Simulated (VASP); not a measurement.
Set up this calculation in VASP 6.6.1, as the native input.

```yaml
Task: single point
Functional: LDA
Potentials_or_basis: VASP PAW LDA potentials, release 64 (Ag)
Cutoff: 500 eV
k_mesh: 11 × 11 × 11
Occupations: fermi-dirac, width 0.1 eV
Spin: no spin polarisation
Dipole_correction: no
Further_INCAR_settings: ALGO = Normal; EDIFF = 1e-06; NBANDS = 12
```

The structure of Ag lies in POSCAR:

```
Ag
1.0
    0.0000000000      1.9993993450      1.9993993450
    1.9993993450      0.0000000000      1.9993993450
    1.9993993450      1.9993993450      0.0000000000
Ag
1
Direct
    0.0000000000      0.0000000000      0.0000000000
```

These files were run (other wordings do the same):

INCAR

```
SYSTEM = Ag
  PREC = Accurate
  ENCUT = 500
  EDIFF = 1E-6
  ISMEAR = -1
  SIGMA = 0.1
  LREAL = .False.
  LASPH = .True.
  NELM = 120
  ALGO = Normal
  ISIF = 2
  LWAVE = .False.
  LCHARG = .True.
  GGA = CA
  LELF = .True.
  LVHAR = .True.
  NBANDS = 12
  GGA_COMPAT = .False.
```

KPOINTS

```
Automatic mesh
0
Gamma
  11 11 11
  0 0 0
```

Potentials or basis: VASP PAW LDA potentials, release 64 (Ag).

Run with:

```console
$ cat potpaw_LDA.64/Ag/POTCAR > POTCAR
$ mpirun -np 1 vasp_std > vasp.out
```

It gave:

```yaml
Pressure: 0.2 GPa
```

Run time: 20 s on 1 thread of Intel Xeon 8259CL (shared host), peak memory 0.13 GiB.
